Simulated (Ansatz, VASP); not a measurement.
**One calculation of ZnS, two programs**

The input POSCAR:

```
ZnS
1.0
    0.0000000000      2.7452197500      2.7857895000
    2.7452197500      0.0000000000      2.7857895000
    2.7452197500      2.7452197500      0.0000000000
Zn S
1 1
Direct
    0.0000000000      0.0000000000      0.0000000000
    0.7500000000      0.7500000000      0.7500000000
```

File INCAR.step1:

```
  ALGO = Normal
  EDIFF = 1E-4
  ENCUT = 520
  GGA = PE
  ISMEAR = 0
  LASPH = True
  LCHARG = False
  LREAL = False
  LWAVE = True
  NBANDS = 16
  NELM = 100
  PREC = Accurate
  SIGMA = 0.05
```

Contents of INCAR.step2:

```
  ALGO = Normal
  EDIFF = 1E-7
  ENCUT = 520
  ISIF = 2
  ISMEAR = 0
  ISTART = 1
  LASPH = True
  LCHARG = False
  LMIXTAU = True
  LREAL = False
  LWAVE = False
  METAGGA = R2SCAN
  NBANDS = 16
  NELM = 100
  PREC = Accurate
  SIGMA = 0.05
```

KPOINTS

```
k-points
0
Gamma
  8 8 8
```

Input for Ansatz:

```yaml
crystal:
  lattice:
    - [0.0, 2.74521975, 2.7857895]
    - [2.74521975, 0.0, 2.7857895]
    - [2.74521975, 2.74521975, 0.0]
  atoms:
    - { symbol: Zn, position: [0.0, 0.0, 0.0] }
    - { symbol: S, position: [0.75, 0.75, 0.75] }
basis:
  ecutwfc: 500
kpoints:
  mp_grid: { grid: [8, 8, 8] }
hamiltonian:
  xc: r2scan
scf:
  occupations: { method: gaussian, width: 0.05 }
output:
  forces: true
  stress: true
  eigenvalues: true
  write_density: true
  write_potential: true
  elf: true
  volumetric_format: npy
```

Change from the starting cell: strain +0.015 along x and y, +0.030 along z, atoms carried along.

Alike in both runs: task single point; functional r2SCAN; k mesh 8 × 8 × 8; occupations gaussian, width 0.05 eV; no spin polarisation.

|  | VASP | Ansatz |
| --- | --- | --- |
| version | VASP 6.6.1 | Ansatz 0.2.0 |
| potentials or method | VASP PAW PBE potentials, release 64 (Zn, S), cutoff 520 eV | scalar-relativistic, plane waves, PAW |
| valence electrons in the cell | 18 | 18 |

|  | VASP | Ansatz | Ansatz less VASP |
| --- | --- | --- | --- |
| gap on the k mesh at the Fermi level (eV) | 2.37 | 2.37 | -0.006 |
| least direct gap on the mesh (eV) | 2.37 | 2.37 | -0.006 |
| pressure (GPa) | -4.7 | -4.8 | -0.04 |
| traceless stress, the component that is largest in VASP (GPa) | -0.44 | -0.45 | -0.013 |

VASP's potentials were made for PBE, not for r2SCAN. The functional is the same, so the differences come from potentials, cutoffs and numerics.
